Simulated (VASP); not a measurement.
# Cr (Pm-3m) in VASP: notebook, part 2 of 3

VASP 6.6.1.

## Step 3: Relaxation of cell and atoms, LDA

This run uses another cell than the first one, of 12.95 Å³/atom, 0.973 times its volume.

The input, INCAR:

```
SYSTEM = Cr
ALGO = Normal ; EDIFF = 1E-6
EDIFFG = -0.01 ; ENCUT = 600
GGA = CA ; IBRION = 2
ISIF = 3 ; ISMEAR = -1
LASPH = .True. ; LCHARG = .False.
LREAL = .False. ; LWAVE = .False.
NELM = 60 ; NSW = 80
PREC = Accurate ; SIGMA = 0.1
```

The input, KPOINTS:

```
k-points
0
Gamma
  13 13 13
  0 0 0
```

The input, POSCAR:

```
Cr
1.0
    2.3484326893      0.0000000000      0.0000000000
    0.0000000000      2.3484326893      0.0000000000
    0.0000000000      0.0000000000      2.3484326893
Cr
1
Direct
    0.0000000000      0.0000000000      0.0000000000
```

Potentials or basis: VASP PAW LDA potentials, release 64 (Cr_pv).

On the command line:

```bash
$ cat potpaw_LDA.64/Cr_pv/POTCAR > POTCAR
$ mpirun -np 1 vasp_std > vasp.out
```

OUTCAR:

```text
SYSTEM = Cr
   EDIFF = 1E-6
   EDIFFG = -0.01
   ENCUT = 600
   GGA = CA
   IBRION = 2
   ISIF = 3
   ISMEAR = -1
   LASPH = .True.
   LREAL = .False.
   NELM = 60
   NSW = 80
   PREC = Accurate

 ion  position               nearest neighbor table
   1  0.000  0.000  0.000-

  LATTYP: Found a simple cubic cell.
 ALAT       =     2.3484326893

  Lattice vectors:

 A1 = (   2.3484326893,   0.0000000000,   0.0000000000)
 A2 = (   0.0000000000,   2.3484326893,   0.0000000000)
 A3 = (   0.0000000000,   0.0000000000,   2.3484326893)

Analysis of symmetry for initial positions (statically):
=====================================================================
 Subroutine PRICEL returns:
 Original cell was already a primitive cell.

 Routine SETGRP: Setting up the symmetry group for a
 simple cubic supercell.

 Subroutine GETGRP returns: Found 48 space group operations
 (whereof 48 operations were pure point group operations)
 out of a pool of 48 trial point group operations.

The static configuration has the point symmetry O_h .

Analysis of symmetry for dynamics (positions and initial velocities):
=====================================================================
 Subroutine PRICEL returns:
 Original cell was already a primitive cell.

 Routine SETGRP: Setting up the symmetry group for a
 simple cubic supercell.

 Subroutine GETGRP returns: Found 48 space group operations
 (whereof 48 operations were pure point group operations)
 out of a pool of 48 trial point group operations.

The dynamic configuration has the point symmetry O_h .

 Subroutine INISYM returns: Found 48 space group operations
 (whereof 48 operations are pure point group operations),
 and found     1 'primitive' translations

----------------------------------------------------------------------------------------

                                     Primitive cell

  volume of cell :      12.9519

  direct lattice vectors                    reciprocal lattice vectors
     2.348432689  0.000000000  0.000000000     0.425815909  0.000000000  0.000000000
     0.000000000  2.348432689  0.000000000     0.000000000  0.425815909  0.000000000
     0.000000000  0.000000000  2.348432689     0.000000000  0.000000000  0.425815909
[... 93 lines left out ...]
   NELECT =      12.0000    total number of electrons
   NUPDOWN=      -1.0000    fix difference up-down
   EMIN   =  10.00;   EMAX   =-10.00  energy-range for DOS
   EFERMI =   0.00;   METHOD = LEGACY
   ISMEAR =    -1;   SIGMA  =   0.10  broadening in eV -4-tet -1-fermi 0-gaus
   EFERMI_NEDOS =   21; number of points for ismear=-14 and -15
   IALGO  =     38    algorithm
   IMIX   =      4    mixing-type and parameters
     AMIX     =   0.40;   BMIX     =  1.00
     AMIX_MAG =   1.60;   BMIX_MAG =  1.00
  volume/ion in A,a.u.               =      12.95        87.40
  Fermi-wavevector in a.u.,A,eV,Ry     =   1.595967  3.015940 34.655527  2.547109
  Thomas-Fermi vector in A             =   2.693803
   LORBIT       =      0    0 simple, 1 ext, 2 COOP (PROOUT), +10 PAW based schemes
   GGA     = CA    functional components
   LHFCALC =     F    Hartree Fock is set to
   AEXX    =    0.0000 exact exchange contribution
   IVDW    =     0    specifies the selected vdW correction
   LEPSILON=     F    determine dielectric tensor
   LRPA    =     F    only Hartree local field effects (RPA)
 conjugate gradient relaxation of ions
 non-spin polarized calculation
  energy-cutoff  :      600.00
  volume of cell :       12.95
 maximum number of plane-waves:       449
 NGX is ok and might be reduce to    20
   NGX =  9   NGY =  9   NGZ =  9

--------------------------------------- Ionic step        1  -------------------------------------------

 number of electron      12.0000009 magnetization

 Free energy of the ion-electron system (eV)
  ---------------------------------------------------
  ext. energy  EPLUGINS =         0.00000000
  ---------------------------------------------------
  free energy    TOTEN  =        -9.56869746 eV

  energy without entropy =       -9.53102196  energy(sigma->0) =       -9.54985971

 E-fermi :   9.2873     XC(G=0): -13.2117

 val. band max:        9.2257955048   @ k =   0.4615   0.3846   0.1538
 cond. band min:       9.3380183760   @ k =   0.3846   0.3077   0.1538
 fundamental gap:      0.1122228712
 Fermi energy:         9.2873250998

 k-point     1 :       0.0000    0.0000    0.0000
  band No.  band energies     occupation
      1     -32.8566      2.00000
      2     -32.8566      2.00000
      3     -32.8566      2.00000
      4       2.0624      2.00000
      5       6.1800      2.00000
      6       6.1800      2.00000
      7      11.6772      0.00000
      8      11.6772      0.00000
      9      11.6772      0.00000
     10      15.0234      0.00000
[... 403 lines left out ...]
--------------------------------------- Ionic step        4  -------------------------------------------

 number of electron      11.9999995 magnetization

 Free energy of the ion-electron system (eV)
  ---------------------------------------------------
  ext. energy  EPLUGINS =         0.00000000
  ---------------------------------------------------
  free energy    TOTEN  =        -9.62550613 eV

  energy without entropy =       -9.59314101  energy(sigma->0) =       -9.60932357

 E-fermi :  10.4314     XC(G=0): -13.6916

 val. band max:       10.3494387687   @ k =   0.4615   0.3846   0.1538
 cond. band min:      10.4896855158   @ k =   0.3846   0.3077   0.1538
 fundamental gap:      0.1402467471
 Fermi energy:        10.4314363811

 k-point     1 :       0.0000    0.0000    0.0000
  band No.  band energies     occupation
      1     -31.6011      2.00000
      2     -31.6011      2.00000
      3     -31.6011      2.00000
      4       2.9091      2.00000
      5       6.9590      2.00000
      6       6.9590      2.00000
      7      13.1146      0.00000
      8      13.1146      0.00000
      9      13.1146      0.00000
     10      16.2387      0.00000
[... 327 lines left out ...]
  FREE ENERGIE OF THE ION-ELECTRON SYSTEM (eV)
  ---------------------------------------------------
  free  energy   TOTEN  =        -9.6255061332 eV

  energy  without entropy=       -9.5931410143  energy(sigma->0) =       -9.60932357

 reached required accuracy - stopping structural energy minimisation
```

OSZICAR:

```text
N       E                     dE             d eps       ncg     rms          rms(c)
DAV:   1     0.840720038919E+02    0.84072E+02   -0.79357E+03  1688   0.154E+03
DAV:   2    -0.896997162911E+01   -0.93042E+02   -0.90021E+02  1686   0.338E+02
DAV:   3    -0.107182014017E+02   -0.17482E+01   -0.17102E+01  1806   0.555E+01
DAV:   4    -0.107430765672E+02   -0.24875E-01   -0.24838E-01  2090   0.551E+00
[... 28 lines left out ...]
DAV:   1    -0.962663255493E+01   -0.11680E-02   -0.23346E-02  1692   0.271E+00    0.270E-01
DAV:   2    -0.962554265652E+01    0.10899E-02   -0.61491E-03  1702   0.110E+00    0.440E-02
DAV:   3    -0.962551689533E+01    0.25761E-04   -0.39531E-05  1750   0.100E-01    0.255E-02
DAV:   4    -0.962550620640E+01    0.10689E-04   -0.14232E-05  1706   0.424E-02    0.411E-03
DAV:   5    -0.962550613316E+01    0.73247E-07   -0.25784E-07   940   0.836E-03
   4 F= -.96255061E+01 E0= -.96093236E+01  d E =-.568087E-01
```

Wall time 40 s (1 thread of Intel Xeon 8259CL, shared host); peak memory 0.13 GiB.

What came out:

```
Free energy                            : -9.6255 eV
Relaxed volume                         : 11.90 Å³/atom
Relaxed cell                           : a = 2.283 Å, b = 2.283 Å, c = 2.283 Å, α = 90.00°, β = 90.00°, γ = 90.00°
Space group after relaxing (to 0.05 Å) : Pm-3m (No. 221)
Energy gained by relaxing              : 56.8 meV/atom
Ionic steps                            : 4
Pressure after relaxing                : 0.1 GPa
Band gap on the k mesh                 : zero (band 6 reaches 11.52 eV, above the bottom of band 7 at 9.92 eV)
```

Step by step:
| step | energy change (eV) | largest force (eV/Å) | pressure (GPa) | volume (Å³) |
| --- | --- | --- | --- | --- |
| 1 | 0.0000 | 0.0000 | -16.11 | 12.95 |
| 2 | 0.0556 | 0.0000 | 31.95 | 10.66 |
| 3 | -0.0568 | 0.0000 | -0.64 | 11.93 |
| 4 | -0.0568 | 0.0000 | 0.08 | 11.90 |

Final structure:
```
Cr
1.0
     2.28311    0.00000    0.00000
     0.00000    2.28311    0.00000
     0.00000    0.00000    2.28311
Cr
1
Direct
  0.00000 0.00000 0.00000
```

Levels at points of the mesh, in eV from the Fermi level:
| k point | band 2 | band 3 | band 4 | band 5 | band 6 | band 7 | band 8 | band 9 | band 10 |
| --- | --- | --- | --- | --- | --- | --- | --- | --- | --- |
| (0.00, 0.00, 0.00) | -42.03 | -42.03 | -7.52 | -3.47 | -3.47 | 2.68 | 2.68 | 2.68 | 5.81 |

Caveat: the run has no spin polarisation, though such a crystal can be magnetic. Spin polarisation is off, so any magnetic state and its effect on volume and gap are missing.

(Continued in part 3 of 3.)
